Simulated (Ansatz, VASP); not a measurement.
**Ti3W2 in VASP and in Ansatz**

The input INCAR:

```
SYSTEM = Ti3W2
PREC     = Accurate       ! precision mode
ENCUT    = 520            ! plane-wave cutoff, eV
EDIFF    = 1E-6           ! SCF threshold, eV
ISMEAR   = 0              ! smearing method
SIGMA    = 0.2            ! smearing width, eV
LREAL    = .False.        ! projectors in reciprocal space
LASPH    = .True.         ! aspherical terms in the spheres
NELM     = 100            ! most SCF steps
ALGO     = Fast           ! electronic algorithm
ISIF     = 2              ! what is computed and relaxed
LWAVE    = .False.        ! write WAVECAR
LCHARG   = .True.         ! write CHGCAR
GGA      = PE             ! functional
LELF     = .True.         ! ELF
LVHAR    = .True.       
NBANDS   = 75             ! bands
```

KPOINTS

```
Automatic mesh
0
Gamma
  8 4 2
  0 0 0
```

The input POSCAR:

```
Ti3W2
1.0
   -1.5939090122     -2.2886030525      0.0000000000
   -4.7817270365      2.2886030525      0.0000000000
   -1.5939090122      0.0000000000    -11.2926580296
Ti W
6 4
Direct
    0.2500000000      0.2500000000      0.0000000000
    0.7500000000      0.7500000000      0.0000000000
    0.3476011634      0.3476011634      0.6095953466
    0.8476011634      0.8476011634      0.6095953466
    0.1523988366      0.1523988366      0.3904046534
    0.6523988366      0.6523988366      0.3904046534
    0.4506684065      0.4506684065      0.1973263739
    0.9506684065      0.9506684065      0.1973263739
    0.0493315935      0.0493315935      0.8026736261
    0.5493315935      0.5493315935      0.8026736261
```

Input for Ansatz:

```yaml
crystal:
  lattice:
    - [-1.5939090122, -2.2886030525, 0.0]
    - [-4.7817270365, 2.2886030525, 0.0]
    - [-1.5939090122, 0.0, -11.2926580296]
  atoms:
    - { symbol: Ti, position: [0.25, 0.25, 0.0] }
    - { symbol: Ti, position: [0.75, 0.75, 0.0] }
    - { symbol: Ti, position: [0.3476011634, 0.3476011634, 0.6095953466] }
    - { symbol: Ti, position: [0.8476011634, 0.8476011634, 0.6095953466] }
    - { symbol: Ti, position: [0.1523988366, 0.1523988366, 0.3904046534] }
    - { symbol: Ti, position: [0.6523988366, 0.6523988366, 0.3904046534] }
    - { symbol: W, position: [0.4506684065, 0.4506684065, 0.1973263739] }
    - { symbol: W, position: [0.9506684065, 0.9506684065, 0.1973263739] }
    - { symbol: W, position: [0.0493315935, 0.0493315935, 0.8026736261] }
    - { symbol: W, position: [0.5493315935, 0.5493315935, 0.8026736261] }
basis:
  ecutwfc: 420
kpoints:
  mp_grid: { grid: [8, 4, 2] }
hamiltonian:
  xc: pbe
scf:
  occupations: { method: gaussian, width: 0.2 }
  lower_state_search: "off"
output:
  forces: true
  stress: true
  eigenvalues: true
```

Alike in both runs: task single point; functional PBE; k mesh 8 × 4 × 2; occupations gaussian, width 0.2 eV; no spin polarisation.

|  | VASP | Ansatz |
| --- | --- | --- |
| version | VASP 6.6.1 | Ansatz 0.2.0 |
| potentials or method | VASP PAW PBE potentials, release 64 (Ti_sv, W_sv), cutoff 520 eV | scalar-relativistic, plane waves, PAW |
| valence electrons in the cell | 128 | 128 |

VASP gave:

```
gap on the k mesh at the Fermi level (eV)                     : none
pressure (GPa)                                                : 0.0
traceless stress, the component that is largest in VASP (GPa) : -0.29
rms of the force components (eV/Å)                            : 0.015
```

Task: Estimate Ansatz's values.

Result: gap on the k mesh at the Fermi level (eV): none; pressure (GPa): 0.0; traceless stress, the component that is largest in VASP (GPa): -0.29; rms of the force components (eV/Å): 0.010.

Atom by atom the forces differ by 0.006 eV/Å (rms over components). A gap of «none» marks a metal or a gap that the smearing closes. The functional is the same, so the differences come from potentials, cutoffs and numerics.

Spin-orbit coupling is off throughout.
